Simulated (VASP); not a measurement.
# Ga2O3 (C2/m) in VASP: single point with PBE

Aim: the single point of Ga2O3 with PBE.

All numbers are computed with VASP 6.6.1; they aren't measurements. Logs are shortened: lines on timing, memory, paths and dates and some standing lists are left out, and cuts for length are marked.

### Step 1. The cell of the first run

The structure is monoclinic, space group C2/m (No. 12). Conventional cell: a = 11.959 Å, b = 3.238 Å, c = 5.884 Å, α = 90.00°, β = 103.18°, γ = 90.00°. Within 2.6 Å of Ga (site symmetry m) lie 6 O at 1.93 to 2.18 Å. Ga (site symmetry m) has 4 O at 1.86 to 1.88 Å within 2.5 Å. O (site symmetry m) has 3 Ga at 1.88 to 1.93 Å within 2.5 Å. O (site symmetry m) has 4 Ga at 1.88 to 2.18 Å within 2.5 Å. Within 2.5 Å of O (site symmetry m) lie 3 Ga at 1.86 to 2.00 Å.

### Step 2. Single point, PBE

INCAR reads:

```
  PREC = Accurate
  ENCUT = 520
  EDIFF = 1E-6
  ISMEAR = 0
  SIGMA = 0.02
  LREAL = False
  LASPH = True
  NELM = 80
  ALGO = Normal
  ISIF = 2
  LWAVE = False
  LCHARG = False
  GGA = PE
  NBANDS = 55
  ISYM = 0
```

KPOINTS reads:

```
Automatic mesh
0
Gamma
  8 2 11
```

POSCAR reads:

```
Ga2O3
1.0
    3.2381523570      0.0000000170      0.0000021543
    0.0000000760     14.4797673088     -0.2284905973
   -1.6190745843      5.5282521497      2.2783490714
Ga O
4 6
Direct
    0.0290845092      0.3115965030      0.0581716825
    0.9709154908      0.6884034970      0.9418283175
    0.1124879699      0.7987076329      0.2249759275
    0.8875120301      0.2012923671      0.7750240725
    0.2528659156      0.2535962527      0.5057316187
    0.7471340844      0.7464037473      0.4942683813
    0.2632400457      0.5639751305      0.5264793698
    0.7367599543      0.4360248695      0.4735206302
    0.2751339616      0.8875549867      0.5502669445
    0.7248660384      0.1124450133      0.4497330555
```

Potentials or basis: VASP PAW PBE potentials, release 64 (Ga_d, O).

Launch:

```console
$ cat potpaw_PBE.64/Ga_d/POTCAR potpaw_PBE.64/O/POTCAR > POTCAR
$ mpirun -np 1 vasp_std > vasp.out
```

OUTCAR:

```text
PREC = Accurate
   ENCUT = 520
   EDIFF = 1E-6
   ISMEAR = 0
   LREAL = False
   LASPH = True
   NELM = 80
   ISIF = 2
   GGA = PE
   ISYM = 0

 ion  position               nearest neighbor table
   1  0.029  0.312  0.058-   5 1.93   8 1.97  10 2.00  10 2.00   7 2.18   7 2.18
   2  0.971  0.688  0.942-   6 1.93   7 1.97   9 2.00   9 2.00   8 2.18   8 2.18
   3  0.112  0.799  0.225-  10 1.86   6 1.88   6 1.88   7 1.88
   4  0.888  0.201  0.775-   9 1.86   5 1.88   5 1.88   8 1.88
   5  0.253  0.254  0.506-   4 1.88   4 1.88   1 1.93
   6  0.747  0.746  0.494-   3 1.88   3 1.88   2 1.93
   7  0.263  0.564  0.526-   3 1.88   2 1.97   1 2.18   1 2.18
   8  0.737  0.436  0.474-   4 1.88   1 1.97   2 2.18   2 2.18
   9  0.275  0.888  0.550-   4 1.86   2 2.00   2 2.00
  10  0.725  0.112  0.450-   3 1.86   1 2.00   1 2.00

IMPORTANT INFORMATION: All symmetrisations will be switched off!
NOSYMM: (Re-)initialisation of all symmetry stuff for point group C_1.

----------------------------------------------------------------------------------------

                                     Primitive cell

  volume of cell :     110.9169

  direct lattice vectors                    reciprocal lattice vectors
     3.238152357  0.000000017  0.000002154     0.308817941  0.003335319  0.211363922
     0.000000076 14.479767309 -0.228490597     0.000000107  0.066515087 -0.161394056
    -1.619074584  5.528252150  2.278349071    -0.000000281  0.006670648  0.422728252

  length of vectors
     3.238152357 14.481569986  6.194662931     0.374238363  0.174563163  0.422780880

  position of ions in fractional coordinates (direct lattice)
     0.029084509  0.311596503  0.058171683
     0.970915491  0.688403497  0.941828317
     0.112487970  0.798707633  0.224975927
     0.887512030  0.201292367  0.775024073
     0.252865916  0.253596253  0.505731619
     0.747134084  0.746403747  0.494268381
     0.263240046  0.563975130  0.526479370
     0.736759954  0.436024870  0.473520630
     0.275133962  0.887554987  0.550266945
     0.724866038  0.112445013  0.449733055

  ion indices of the primitive-cell ions
   primitive index   ion index
                 1           1
                 2           2
                 3           3
                 4           4
                 5           5
                 6           6
                 7           7
                 8           8
                 9           9
                10          10

----------------------------------------------------------------------------------------

 KPOINTS: Automatic mesh

Automatic generation of k-mesh.
 Grid dimensions read from file:
 generate k-points for:    8    2   11

 Generating k-lattice:

  Cartesian coordinates                     Fractional coordinates (reciprocal lattice)
     0.038602243  0.000416915  0.026420490     0.125000000  0.000000000 -0.000000000
     0.000000054  0.033257543 -0.080697028     0.000000000  0.500000000  0.000000000
    -0.000000026  0.000606423  0.038429841     0.000000000  0.000000000  0.090909091

  Length of vectors
     0.046779795  0.087281582  0.038434625

  Shift w.r.t. Gamma in fractional coordinates (k-lattice)
     0.000000000  0.000000000  0.000000000

 -----------------------------------------------------------------------------
|                                                                             |
|           W    W    AA    RRRRR   N    N  II  N    N   GGGG   !!!           |
|           W    W   A  A   R    R  NN   N  II  NN   N  G    G  !!!           |
|           W    W  A    A  R    R  N N  N  II  N N  N  G       !!!           |
|           W WW W  AAAAAA  RRRRR   N  N N  II  N  N N  G  GGG   !            |
|           WW  WW  A    A  R   R   N   NN  II  N   NN  G    G                |
|           W    W  A    A  R    R  N    N  II  N    N   GGGG   !!!           |
|                                                                             |
|     Your reciprocal lattice and k-lattice belong to different lattice       |
|     classes:                                                                |
|                                                                             |
|        The reciprocal lattice is base-centered monoclinic,                  |
|        whereas your k-lattice is triclinic.                                 |
|                                                                             |
|     Results are often still useful ...                                      |
|                                                                             |
 -----------------------------------------------------------------------------

 WARNING: IBZKPT: internal override: KBLOWUP is changed to .FALSE.
      ... skipping the blow-up phase ...

 Subroutine IBZKPT returns following result:
 ===========================================

 Found     90 irreducible k-points:

 Following reciprocal coordinates:
            Coordinates               Weight
  0.000000  0.000000  0.000000      1.000000
  0.125000 -0.000000  0.000000      2.000000
  0.250000 -0.000000  0.000000      2.000000
  0.375000 -0.000000  0.000000      2.000000
  0.500000 -0.000000  0.000000      1.000000
  0.000000  0.500000 -0.000000      1.000000
[... 16 lines left out ...]
  0.500000  0.500000  0.090909      2.000000
 -0.375000  0.500000  0.090909      2.000000
 [... further k-points ...]
   k-points           NKPTS =     90   k-points in BZ     NKDIM =     90   number of bands    NBANDS=     55
   number of dos      NEDOS =    301   number of ions     NIONS =     10
   total plane-waves  NPLWV = 124416
   dimension x,y,z NGX =    24 NGY =  108 NGZ =   48
   dimension x,y,z NGXF=    48 NGYF=  216 NGZF=   96
   ions per type =               4   6
   NGX,Y,Z   is equivalent  to a cutoff of  12.32, 12.40, 12.88 a.u.
   NGXF,Y,Z  is equivalent  to a cutoff of  24.64, 24.80, 25.76 a.u.
 SYSTEM =  unknown system
   PREC   = accura    normal or accurate (medium, high low for compatibility)
   ISTART =      0    job   : 0-new  1-cont  2-samecut
   ICHARG =      2    charge: 1-file 2-atom 10-const
   ISPIN  =      1    spin polarized calculation?
   LNONCOLLINEAR =      F non collinear calculations
   LSORBIT =      F    spin-orbit coupling
   LASPH  =      T    aspherical Exc in radial PAW
   ENCUT  =  520.0 eV  38.22 Ry    6.18 a.u.   6.02 26.93 11.52*2*pi/ulx,y,z
   NELM   =     80;   NELMIN=  2; NELMDL= -5     # of ELM steps
   EDIFF  = 0.1E-05   stopping-criterion for ELM
   LREAL  =      F    real-space projection
   EDIFFG = 0.1E-04   stopping-criterion for IOM
   NSW    =      0    number of steps for IOM
   IBRION =     -1    ionic relax: 0-MD 1-quasi-New 2-CG
   NFREE  =      0    steps in history (QN), initial steepest desc. (CG)
   ISIF   =      2    stress and relaxation
   ISYM   =      0    0-nonsym 1-usesym 2-fastsym
   POTIM  = 0.5000    time-step for ionic-motion
   TEBEG  =    0.0;   TEEND  =   0.0 temperature during run
   PSTRESS=    0.0 pullay stress
   NELECT =      88.0000    total number of electrons
   NUPDOWN=      -1.0000    fix difference up-down
   EMIN   =  10.00;   EMAX   =-10.00  energy-range for DOS
   EFERMI =   0.00;   METHOD = LEGACY
   ISMEAR =     0;   SIGMA  =   0.02  broadening in eV -4-tet -1-fermi 0-gaus
   EFERMI_NEDOS =   21; number of points for ismear=-14 and -15
   IALGO  =     38    algorithm
   IMIX   =      4    mixing-type and parameters
     AMIX     =   0.40;   BMIX     =  1.00
     AMIX_MAG =   1.60;   BMIX_MAG =  1.00
  volume/ion in A,a.u.               =      11.09        74.85
  Fermi-wavevector in a.u.,A,eV,Ry     =   1.515549  2.863972 31.251051  2.296887
  Thomas-Fermi vector in A             =   2.625058
   LORBIT       =      0    0 simple, 1 ext, 2 COOP (PROOUT), +10 PAW based schemes
   GGA     = PE    functional components
   LHFCALC =     F    Hartree Fock is set to
   AEXX    =    0.0000 exact exchange contribution
   IVDW    =     0    specifies the selected vdW correction
   LEPSILON=     F    determine dielectric tensor
   LRPA    =     F    only Hartree local field effects (RPA)
 non-spin polarized calculation
 Gauss-broadening in eV      SIGMA  =   0.02
  energy-cutoff  :      520.00
  volume of cell :      110.92
 maximum number of plane-waves:      3011
   NGX = 13   NGY = 53   NGZ = 23

 number of electron      88.0000001 magnetization

 Free energy of the ion-electron system (eV)
  ---------------------------------------------------
  ext. energy  EPLUGINS =         0.00000000
  ---------------------------------------------------
  free energy    TOTEN  =       -59.48117154 eV

  energy without entropy =      -59.48117154  energy(sigma->0) =      -59.48117154

 E-fermi :   3.4879     XC(G=0): -11.3216

 val. band max:        3.3864996336   @ k =   0.0000   0.0000   0.0000
 cond. band min:       5.2360766944   @ k =   0.0000   0.0000   0.0000
 fundamental gap:      1.8495770608
 Fermi energy:         3.4879141720

 k-point     1 :       0.0000    0.0000    0.0000
  band No.  band energies     occupation
      1     -15.1982      2.00000
      2     -14.2038      2.00000
      3     -14.0898      2.00000
      4     -13.9155      2.00000
      5     -13.5272      2.00000
      6     -13.5264      2.00000
[... 47 lines left out ...]
     54      14.4865      0.00000
     55      15.6716      0.00000

 k-point     2 :       0.1250   -0.0000    0.0000
  band No.  band energies     occupation
      1     -15.0678      2.00000
      2     -14.2242      2.00000
      3     -14.0971      2.00000
      4     -13.8471      2.00000
      5     -13.5554      2.00000
      6     -13.5062      2.00000
[... 47 lines left out ...]
     54      14.1155      0.00000
     55      14.5855      0.00000

 k-point     3 :       0.2500   -0.0000    0.0000
  band No.  band energies     occupation
      1     -14.7320      2.00000
      2     -14.2303      2.00000
      3     -14.0394      2.00000
      4     -13.7895      2.00000
      5     -13.5881      2.00000
      6     -13.5077      2.00000
[... 1152 lines left out ...]
 k-point    23 :       0.5000    0.5000    0.0909
  band No.  band energies     occupation
      1     -14.2315      2.00000
      2     -14.0761      2.00000
      3     -13.9619      2.00000
      4     -13.8737      2.00000
      5     -13.5613      2.00000
      6     -13.5424      2.00000
[... 47 lines left out ...]
     54      14.1011      0.00000
     55      14.8411      0.00000

 k-point    24 :      -0.3750    0.5000    0.0909
  band No.  band energies     occupation
      1     -14.4414      2.00000
      2     -14.0847      2.00000
      3     -13.9436      2.00000
      4     -13.8151      2.00000
      5     -13.6104      2.00000
      6     -13.5431      2.00000
[... 47 lines left out ...]
     54      13.9311      0.00000
     55      14.5836      0.00000

 [... further k-points ...]
[... 5 lines left out ...]
  --------------------------------------------------------------------------------------
  -------------------------------------------------------------------------------------
  Total       -6.1343688      2.5482783      0.3680282     -0.0001874      0.0075628     -0.0007922
  in kB      -88.6100280     36.8094942      5.3161121     -0.0027077      0.1092436     -0.0114438
  external PRESSURE =     -15.4948073 kB  Pullay stress =       0.0000000 kB

 VOLUME and BASIS-vectors are now :
 -----------------------------------------------------------------------------
  energy-cutoff  :      520.00
  volume of cell :      110.92
      direct lattice vectors                 reciprocal lattice vectors
     3.238152357  0.000000017  0.000002154     0.308817941  0.003335319  0.211363922
     0.000000076 14.479767309 -0.228490597     0.000000107  0.066515087 -0.161394056
    -1.619074584  5.528252150  2.278349071    -0.000000281  0.006670648  0.422728252

 POSITION                                       TOTAL-FORCE (eV/Angst)
 -----------------------------------------------------------------------------------
     -0.00000      4.83343      0.06134         0.000078      0.011779     -0.002796
      1.61908     15.17459      1.98852        -0.000076     -0.011791      0.002801
      0.00000     12.80882      0.33008        -0.000001     -0.001923     -0.005021
      1.61908      7.19920      1.71978         0.000001      0.001920      0.005007
      0.00000      6.46783      1.09429         0.000082      0.003424     -0.001662
      1.61908     13.54019      0.95557        -0.000085     -0.003401      0.001670
      0.00000     11.07674      1.07064        -0.000075      0.007625      0.024922
      1.61908      8.93128      0.97922         0.000078     -0.007627     -0.024951
      0.00000     15.89360      1.05090         0.000115      0.019283     -0.001773
      1.61908      4.11442      0.99896        -0.000116     -0.019290      0.001801
 -----------------------------------------------------------------------------------
    total drift:                               -0.000005     -0.000018      0.000016

  FREE ENERGIE OF THE ION-ELECTRON SYSTEM (eV)
  ---------------------------------------------------
  free  energy   TOTEN  =       -59.4811715359 eV

  energy  without entropy=      -59.4811715359  energy(sigma->0) =      -59.48117154
```

Wall time 16 min (1 thread of Intel Xeon Platinum 8375C at 2.90GHz (Ice Lake), shared host); peak memory 0.59 GiB.

What came out:

| Quantity | Value |
| --- | --- |
| Free energy | -59.4812 eV |
| Pressure | -1.5 GPa |
| Largest force | 0.026 eV/Å |
| Band gap on the k mesh | 1.85 eV, direct |

Forces in eV/Å, atoms in the order of the input:
```
Ga   0.000  0.012 -0.003
Ga   0.000 -0.012  0.003
Ga   0.000 -0.002 -0.005
Ga   0.000  0.002  0.005
O    0.000  0.003 -0.002
O    0.000 -0.003  0.002
O    0.000  0.008  0.025
O    0.000 -0.008 -0.025
O    0.000  0.019 -0.002
O    0.000 -0.019  0.002
```

Stress tensor (GPa, compression positive):
```
-8.86  0.00  0.00
 0.00  3.68  0.01
 0.00  0.01  0.53
```

Levels at points of the mesh, in eV from the valence-band top:
```
           k point  band 42  band 43  band 44  band 45  band 46  band 47
(0.00, 0.00, 0.00)    -0.53    -0.33     0.00     1.85     5.32     5.97
(0.50, 0.00, 0.00)    -0.96    -0.70    -0.62     6.40     6.40     7.28
(0.00, 0.50, 0.00)    -0.69    -0.68    -0.25     4.14     4.29     5.95
(0.50, 0.50, 0.00)    -0.70    -0.40    -0.19     5.43     6.07     6.62
```

Caveat: the k points lie up to 0.55 Å⁻¹ apart.
